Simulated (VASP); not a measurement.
**BAs: vibrations by perturbation theory with PBEsol**

BAs:

```xyz
2
Lattice="0.0000 2.3627 2.3627 2.3627 0.0000 2.3627 2.3627 2.3627 0.0000" Properties=species:S:1:pos:R:3 pbc="T T T"
B     0.0000    0.0000    0.0000
As    3.5440    3.5440    3.5440
```

- Program: VASP 6.6.1
- Task: vibrations by perturbation theory
- Functional: PBEsol
- Potentials or basis: VASP PAW PBE potentials, release 64 (B, As)
- Cutoff: 520 eV
- k mesh: 10 × 10 × 10
- Occupations: gaussian, width 0.01 eV
- Spin: no spin polarisation
- Dipole correction: no
- Further INCAR settings: ALGO = Normal; EDIFF = 1e-08; IBRION = 8; NSW = 1

| Item | Value |
| --- | --- |
| Electronic dielectric tensor (diagonal) | 9.87 |
| Born charges (mean of the diagonal) | B -0.60; As +0.60 e |
| Highest phonon frequency at Γ, LO-TO splitting left out | 715 cm⁻¹ |

Phonon frequencies in cm⁻¹ (negative: imaginary):
| q point | frequencies |
| --- | --- |
| (0.000, 0.000, 0.000) | 0 0 0 715 715 715 |

Electronic dielectric tensor:
```
9.87 0.00 0.00
0.00 9.87 0.00
0.00 0.00 9.87
```

Born effective charge tensors (e):
atom 1, B
```
-0.60  0.00  0.00
 0.00 -0.60  0.00
 0.00  0.00 -0.60
```
atom 2, As
```
0.60 0.00 0.00
0.00 0.60 0.00
0.00 0.00 0.60
```

It took 2.2 min on 1 thread of Intel(R) Xeon(R) 6975P-C (Granite Rapids), on a shared host, peak memory 0.25 GiB.

Caveat: the cell wasn't relaxed at this level first, which shifts response properties.
